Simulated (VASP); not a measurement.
Crystal: CaHfAs2.

```
Ca Hf As
1.0
     3.92145    0.00000    0.00000
    -1.96073    3.39608    0.00000
     0.00000    0.00000    7.07738
Ca Hf As
1 1 2
Direct
  0.00000 0.00000 0.00000
  0.00000 0.00000 0.50000
  0.33333 0.66667 0.72193
  0.66667 0.33333 0.27807
```

Base run:

```yaml
Program: VASP 6.6.1
Functional: LDA
Potentials_or_basis: VASP PAW LDA potentials, release 64 (Ca_sv, Hf_pv, As)
Cutoff: 520 eV
k_mesh: 12 × 12 × 8
Occupations: gaussian, width 0.1 eV
Spin: no spin polarisation
```

Its results: band gap on the k mesh zero (band 15 reaches 4.91 eV, above the bottom of band 16 at 3.92 eV); pressure -5.3 GPa; largest force 0.231 eV/Å.

Task: The run is repeated on the same cell with these changes: functional from LDA to PBE; potentials or basis from VASP PAW LDA potentials, release 64 (Ca_sv, Hf_pv, As) to VASP PAW PBE potentials, release 64 (Ca_sv, Hf_pv, As). What comes out?

Result: Band gap on the k mesh zero (band 15 reaches 5.01 eV, above the bottom of band 16 at 4.09 eV); pressure 0.0 GPa; largest force 0.038 eV/Å.

Caveats: spin-orbit coupling is left out, which moves the levels of the heavy elements.
